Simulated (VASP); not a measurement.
A run of VASP 6.6.1 is set up as follows.

INCAR

```
  ALGO = Normal
  EDIFF = 1E-6
  ENCUT = 500
  GGA = PS
  GGA_COMPAT = F
  ISIF = 2
  ISMEAR = 0
  LASPH = T
  LCHARG = F
  LREAL = F
  LWAVE = F
  NBANDS = 18
  NELM = 120
  PREC = Accurate
  SIGMA = 0.15
```

KPOINTS

```
k-points
0
Gamma
  14 14 14
```

File POSCAR:

```
BiTe
1.0
    0.0000000000      3.2026500000      3.2026500000
    3.2350000000     -0.0323500000      3.2350000000
    3.2350000000      3.2350000000     -0.0323500000
Bi Te
1 1
Direct
    0.0000000000      0.0000000000      0.0000000000
    0.5000000000      0.5000000000      0.5000000000
```

Potentials or basis: VASP PAW PBE potentials, release 64 (Bi_d, Te).

Command:

```sh
$ cat potpaw_PBE.64/Bi_d/POTCAR potpaw_PBE.64/Te/POTCAR > POTCAR
$ mpirun -np 1 vasp_std > vasp.out
```

Problem. Predict the pressure.

Solution. -1.7 GPa.

Problem. Estimate the band gap on the k mesh.

Solution. Zero (an odd number of electrons rules out a gap without spin polarisation).

Caveat: the cell differs from its parent crystal (strain -0.0200 x Voigt [0, 0, 0, 1, 0, 0]); the PAW data sets were made with another functional, which shifts forces and pressure a little; spin-orbit coupling is left out, which moves the levels of the heavy elements.
